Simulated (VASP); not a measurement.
Runs of VASP 6.6.1 on Ge. The structure is that of space group Im-3m (No. 229), or close to it. The cells are those of the table. 

| task | cell | cutoff (eV) | gap on the mesh (eV) | pressure (GPa) |
| --- | --- | --- | --- | --- |
| single point | a = 2.852 Å, angles 109.5°, 1 atom | 520 | none | 0.0 |
| single point | a = 2.403 Å, angles 109.5°, 1 atom | 520 | none | (a) |
| relaxation of cell and atoms | relaxed to 130 GPa from a = 2.406 Å, angles 109.5°, 1 atom | 600 | none | 130.0 |
| relaxation of cell and atoms | relaxed to 130 GPa from a = 2.403 Å, angles 109.5°, 1 atom | 600 | none | 130.0 |

Alike in all rows: level LDA; potentials or basis VASP PAW LDA potentials, release 64 (Ge_d); no spin polarisation; k mesh 19 × 19 × 19; smearing fermi-dirac 0.08 eV.

Question: Fill in the values left out.

Answer: (a) 131.4.

Caveats: the cell is relaxed towards a set pressure, so the enthalpy falls and the energy may rise (some runs).

A k mesh can miss the band edges, and the runs leave out spin-orbit coupling on Ge.

A gap of «none» marks levels without a gap at the run's occupations.
